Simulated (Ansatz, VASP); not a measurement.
## SiC in VASP and in Ansatz

Contents of INCAR:

```
SYSTEM = SiC
PREC = Accurate
ENCUT = 520
EDIFF = 1E-6
ISMEAR = 0
SIGMA = 0.05
LREAL = .False.
LASPH = .True.
NELM = 60
ALGO = Normal
ISIF = 2
LWAVE = .False.
LCHARG = .False.
GGA = PE
NBANDS = 26
```

The input KPOINTS:

```
Automatic mesh
0
Gamma
  12 12 4
  0 0 0
```

POSCAR

```
SiC
1.0
    3.0756941497      0.0000000000      0.0000000000
   -1.5378470748      2.6636292679      0.0000000000
    0.0000000000      0.0000000000     10.0706464800
Si C
4 4
Direct
    0.6557352871      0.3631984177      0.9378419800
    0.3333333333      0.6666666667      0.4378419800
    0.0000000000      0.0000000000      0.6878943800
    0.0000000000      0.0000000000      0.1878943800
    0.6666666667      0.3333333333      0.7498025900
    0.3333333333      0.6666666667      0.2498025900
    0.0000000000      0.0000000000      0.5004600500
    0.0000000000      0.0000000000      0.0004600500
```

Input for Ansatz:

```yaml
crystal:
  lattice:
    - [3.0756941497, 0.0, 0.0]
    - [-1.5378470748, 2.6636292679, 0.0]
    - [0.0, 0.0, 10.07064648]
  atoms:
    - { symbol: Si, position: [0.6557352871, 0.3631984177, 0.93784198] }
    - { symbol: Si, position: [0.3333333333, 0.6666666667, 0.43784198] }
    - { symbol: Si, position: [0.0, 0.0, 0.68789438] }
    - { symbol: Si, position: [0.0, 0.0, 0.18789438] }
    - { symbol: C, position: [0.6666666667, 0.3333333333, 0.74980259] }
    - { symbol: C, position: [0.3333333333, 0.6666666667, 0.24980259] }
    - { symbol: C, position: [0.0, 0.0, 0.50046005] }
    - { symbol: C, position: [0.0, 0.0, 0.00046005] }
basis:
  ecutwfc: 420
kpoints:
  mp_grid: { grid: [12, 12, 4] }
hamiltonian:
  xc: pbe
scf:
  occupations: { method: gaussian, width: 0.05 }
output:
  forces: true
  stress: true
  eigenvalues: true
```

Alike in both runs: task single point; functional PBE; k mesh 12 × 12 × 4; occupations gaussian, width 0.05 eV; no spin polarisation.

```csv
,VASP,Ansatz
version,VASP 6.6.1,Ansatz 0.2.0
potentials or method,"VASP PAW PBE potentials, release 64 (Si, C), cutoff 520 eV","scalar-relativistic, plane waves, PAW"
valence electrons in the cell,32,32
```

|  | VASP | Ansatz | Ansatz less VASP |
| --- | --- | --- | --- |
| gap on the k mesh at the Fermi level (eV) | 2.01 | 2.01 | +0.001 |
| least direct gap on the mesh (eV) | 3.27 | 3.27 | +0.002 |
| pressure (GPa) | 4.2 | 4.3 | +0.06 |
| traceless stress, the component that is largest in VASP (GPa) | 1.39 | 1.39 | +0.003 |
| rms of the force components (eV/Å) | 0.551 | 0.551 | +0.0001 |

Atom by atom the forces differ by 0.001 eV/Å (rms over components). With one functional, cell and mesh, what is left measures potentials, basis and numerics.
